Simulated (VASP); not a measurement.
Here is a VASP 6.6.1 calculation.

Contents of INCAR:

```
ALGO     = Normal         # electronic algorithm
EDIFF    = 1E-6           # SCF threshold, eV
ENCUT    = 520            # plane-wave cutoff, eV
GGA      = PS             # functional
ISIF     = 2              # what is computed and relaxed
ISMEAR   = 0              # smearing method
LASPH    = True           # aspherical terms in the spheres
LCHARG   = False          # write CHGCAR
LREAL    = False          # projectors in reciprocal space
LWAVE    = False          # write WAVECAR
NBANDS   = 16             # bands
NELM     = 80             # most SCF steps
PREC     = Accurate       # precision mode
SIGMA    = 0.1            # smearing width, eV
```

KPOINTS

```
k-points
0
Gamma
  6 6 6
```

The input POSCAR:

```
InAs
1.0
    0.0000000000      3.0535616600      3.0535616600
    3.0535616600      0.0000000000      3.0535616600
    3.0535616600      3.0535616600      0.0000000000
In As
1 1
Direct
    0.2500000000      0.2500000000      0.2500000000
    0.0000000000      0.0000000000      0.0000000000
```

Potentials or basis: VASP PAW PBE potentials, release 64 (In_d, As).

Run with:

```bash
$ cat potpaw_PBE.64/In_d/POTCAR potpaw_PBE.64/As/POTCAR > POTCAR
$ mpirun -np 1 vasp_std > vasp.out
```

Q: Estimate the pressure.

A: -0.4 GPa.

Q: What does it give for the band gap on the k mesh?

A: Zero (filled and empty bands touch).

Caveat: semilocal functionals underestimate gaps, so a narrow gap can read as zero; the PAW data sets were made with another functional, which shifts forces and pressure a little; spin-orbit coupling is left out, which moves the levels of the heavy elements.
